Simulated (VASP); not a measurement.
# Ta2N (P-3m1) in VASP: notebook, part 2 of 2

VASP 6.6.1.

### 3 Single point, PBEsol (12.14 Å³/atom)

The input, INCAR:

```
SYSTEM = Ta2N
PREC     = Accurate       ! precision mode
ENCUT    = 520            ! plane-wave cutoff, eV
EDIFF    = 1E-6           ! SCF threshold, eV
ISMEAR   = 0              ! smearing method
SIGMA    = 0.15           ! smearing width, eV
LREAL    = .False.        ! projectors in reciprocal space
LASPH    = .True.         ! aspherical terms in the spheres
NELM     = 100            ! most SCF steps
ALGO     = Normal         ! electronic algorithm
ISIF     = 2              ! what is computed and relaxed
LWAVE    = .False.        ! write WAVECAR
LCHARG   = .True.         ! write CHGCAR
GGA      = PS             ! functional
LELF     = .True.         ! ELF
LVHAR    = .True.       
NBANDS   = 20             ! bands
```

The input, KPOINTS:

```
Automatic mesh
0
Gamma
  18 18 10
  0 0 0
```

The input, POSCAR:

```
Ta2N
1.0
    2.9639437971      0.0000000000      0.0000000000
   -1.4819718986      2.5668506237      0.0000000000
    0.0000000000      0.0000000000      4.7870656267
Ta N
2 1
Direct
    0.6666666667      0.3333333333      0.7463700642
    0.3333333333      0.6666666667      0.2536299358
    0.0000000000      0.0000000000      0.0000000000
```

Potentials or basis: VASP PAW PBE potentials, release 64 (Ta_pv, N).

Started as:

```sh
cat potpaw_PBE.64/Ta_pv/POTCAR potpaw_PBE.64/N/POTCAR > POTCAR
mpirun -np 1 vasp_std > vasp.out
```

OUTCAR:

```text
SYSTEM = Ta2N
   PREC = Accurate
   ENCUT = 520
   EDIFF = 1E-6
   ISMEAR = 0
   LREAL = .False.
   LASPH = .True.
   NELM = 100
   ISIF = 2
   GGA = PS

 ion  position               nearest neighbor table
   1  0.667  0.333  0.746-   3 2.10   3 2.10   3 2.10   2 2.91   2 2.91   2 2.91   2 2.97   2 2.97
                             2 2.97
   2  0.333  0.667  0.254-   3 2.10   3 2.10   3 2.10   1 2.91   1 2.91   1 2.91   1 2.97   1 2.97
                             1 2.97
   3  0.000  0.000  0.000-   1 2.10   2 2.10   1 2.10   2 2.10   1 2.10   2 2.10

  LATTYP: Found a hexagonal cell.
 ALAT       =     2.9639437971
 C/A-ratio  =     1.6151000000

  Lattice vectors:

 A1 = (   2.9639437971,   0.0000000000,   0.0000000000)
 A2 = (  -1.4819718986,   2.5668506237,   0.0000000000)
 A3 = (   0.0000000000,   0.0000000000,   4.7870656267)

Analysis of symmetry for initial positions (statically):
=====================================================================
 Subroutine PRICEL returns:
 Original cell was already a primitive cell.

 Routine SETGRP: Setting up the symmetry group for a
 hexagonal supercell.

 Subroutine GETGRP returns: Found 12 space group operations
 (whereof 12 operations were pure point group operations)
[... 168 lines left out ...]

 val. band max:        8.3588787610   @ k =   0.2222   0.1111   0.3000
 cond. band min:       8.3825321793   @ k =   0.1111   0.0556   0.0000
 fundamental gap:      0.0236534183
 Fermi energy:         8.3757121250

 k-point     1 :       0.0000    0.0000    0.0000
  band No.  band energies     occupation
      1     -27.2994      2.00000
      2     -26.1412      2.00000
      3     -26.1412      2.00000
      4     -25.9910      2.00000
      5     -25.9910      2.00000
      6     -25.9335      2.00000
[... 541 lines left out ...]
     19      13.8361      0.00000
     20      14.1291      0.00000

 [... further k-points ...]

------------------------ aborting loop because EDIFF is reached ----------------------------------------

  FORCE on cell =-STRESS in cart. coord.  units (eV):
  Direction    XX          YY          ZZ          XY          YZ          ZX
  --------------------------------------------------------------------------------------
  -------------------------------------------------------------------------------------
  Total        7.6925956      7.6925956      5.9408732     -0.0000000      0.0000000      0.0000000
  in kB      338.4102768    338.4102768    261.3490497     -0.0000000      0.0000000      0.0000000
  external PRESSURE =     312.7232011 kB  Pullay stress =       0.0000000 kB

 VOLUME and BASIS-vectors are now :
 -----------------------------------------------------------------------------
  energy-cutoff  :      520.00
  volume of cell :       36.42
      direct lattice vectors                 reciprocal lattice vectors
     2.963943797  0.000000000  0.000000000     0.337388314  0.194791234  0.000000000
    -1.481971899  2.566850624  0.000000000     0.000000000  0.389582468  0.000000000
     0.000000000  0.000000000  4.787065627     0.000000000  0.000000000  0.208896238

 POSITION                                       TOTAL-FORCE (eV/Angst)
 -----------------------------------------------------------------------------------
      1.48197      0.85562      3.57292         0.000000      0.000000     -1.016917
     -0.00000      1.71123      1.21414         0.000000     -0.000000      1.016917
      0.00000      0.00000      0.00000        -0.000000      0.000000      0.000000
 -----------------------------------------------------------------------------------
    total drift:                                0.000000     -0.000000      0.000000

  FREE ENERGIE OF THE ION-ELECTRON SYSTEM (eV)
  ---------------------------------------------------
  free  energy   TOTEN  =       -36.1867711889 eV

  energy  without entropy=      -36.1745351788  energy(sigma->0) =      -36.18065318
```

OSZICAR:

```text
N       E                     dE             d eps       ncg     rms          rms(c)
DAV:   1     0.214730215037E+03    0.21473E+03   -0.15113E+04 13208   0.142E+03
DAV:   2    -0.298506653257E+02   -0.24458E+03   -0.23819E+03 14940   0.407E+02
DAV:   3    -0.391158661376E+02   -0.92652E+01   -0.91131E+01 16536   0.724E+01
DAV:   4    -0.392218825535E+02   -0.10602E+00   -0.10535E+00 15768   0.738E+00
DAV:   5    -0.392230641733E+02   -0.11816E-02   -0.11802E-02 16336   0.630E-01    0.334E+01
DAV:   6    -0.365180038327E+02    0.27051E+01   -0.13150E+01 16972   0.243E+01    0.162E+01
DAV:   7    -0.362452520580E+02    0.27275E+00   -0.15534E+00 14668   0.839E+00    0.786E+00
DAV:   8    -0.361909246338E+02    0.54327E-01   -0.20622E-01 15668   0.367E+00    0.364E-01
DAV:   9    -0.361872329112E+02    0.36917E-02   -0.25206E-02 15792   0.108E+00    0.228E-01
DAV:  10    -0.361868611495E+02    0.37176E-03   -0.37813E-03 16740   0.510E-01    0.661E-02
DAV:  11    -0.361867807330E+02    0.80417E-04   -0.73487E-04 15372   0.168E-01    0.269E-02
DAV:  12    -0.361867712646E+02    0.94684E-05   -0.61032E-05 15148   0.582E-02    0.564E-03
DAV:  13    -0.361867711889E+02    0.75710E-07   -0.58791E-06 15540   0.154E-02
   1 F= -.36186771E+02 E0= -.36180653E+02  d E =-.122360E-01
```

stdout:

```text
POSCAR found type information on POSCAR TaN
 POSCAR found :  2 types and       3 ions
 scaLAPACK will be used
 -----------------------------------------------------------------------------
|                                                                             |
|                                                                             |
|     You enforced a specific xc type in the INCAR file but a different       |
|     I HOPE YOU KNOW WHAT YOU ARE DOING!                                     |
|                                                                             |
 -----------------------------------------------------------------------------

 LDA part: xc-table for (Slater+PW92), standard interpolation
 POSCAR, INCAR and KPOINTS ok, starting setup
 FFT: planning ... GRIDC
 FFT: planning ... GRID_SOFT
 FFT: planning ... GRID
 WAVECAR not read
 entering main loop
```

It took 4.6 min on 1 thread of Intel Xeon 8259CL, shared host; peak memory 0.33 GiB.

What came out:

- Free energy: -36.1868 eV
- Pressure: 31.3 GPa
- Largest force: 1.017 eV/Å
- Band gap on the k mesh: zero (an odd number of electrons rules out a gap without spin polarisation)

Forces on the atoms (eV/Å):
```
Ta   0.000  0.000 -1.017
Ta   0.000  0.000  1.017
N    0.000  0.000  0.000
```

Stress tensor (GPa, compression positive):
```
33.84  0.00  0.00
 0.00 33.84  0.00
 0.00  0.00 26.13
```

Caveat: the cell stands under pressure; the PAW data sets were made with another functional, which shifts forces and pressure a little; spin-orbit coupling is left out, which moves the levels of the heavy elements.
